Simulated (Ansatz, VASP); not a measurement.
One calculation of MgBe2SeO2, two programs

```xyz
6
Lattice="-1.7184 1.7184 5.9431 1.7184 -1.7184 5.9431 1.7184 1.7184 -5.9431" Properties=species:S:1:pos:R:3 pbc="T T T"
Mg    0.0000    0.0000    0.0000
Be    0.0000    1.7184    2.9715
Be    1.7184    0.0000    2.9715
Se    0.0000    0.0000    5.9431
O     0.0000    0.0000    2.5243
O     0.0000    0.0000    9.3618
```

Change from the starting cell: species swapped into the TbNi2B2C type (I4/mmm, No. 139).

Alike in both runs: task relaxation of cell and atoms; functional PBE; k mesh 10 × 10 × 10; occupations gaussian, width 0.02 eV; no spin polarisation.

|  | VASP | Ansatz |
| --- | --- | --- |
| version | VASP 6.6.1 | Ansatz 0.2.0 |
| potentials or method | VASP PAW PBE potentials, release 64 (Mg, Be, Se, O), cutoff 600 eV | scalar-relativistic, plane waves, PAW |
| valence electrons in the cell | 24 | 42 |

|  | VASP | Ansatz | Ansatz less VASP |
| --- | --- | --- | --- |
| gap on the k mesh at the Fermi level, each at its own relaxed structure (eV) | 2.88 | 2.86 | -0.020 |
| relaxed volume (Å³/atom) | 11.70 | 11.76 | +0.052 |
| relaxed length of the cell vector where the two differ most in proportion (Å) | 6.420 | 6.452 | +0.0321 |

VASP's potentials hold 24 valence electrons a cell and Ansatz's 42, so a difference there can come from the potentials and not from the codes.
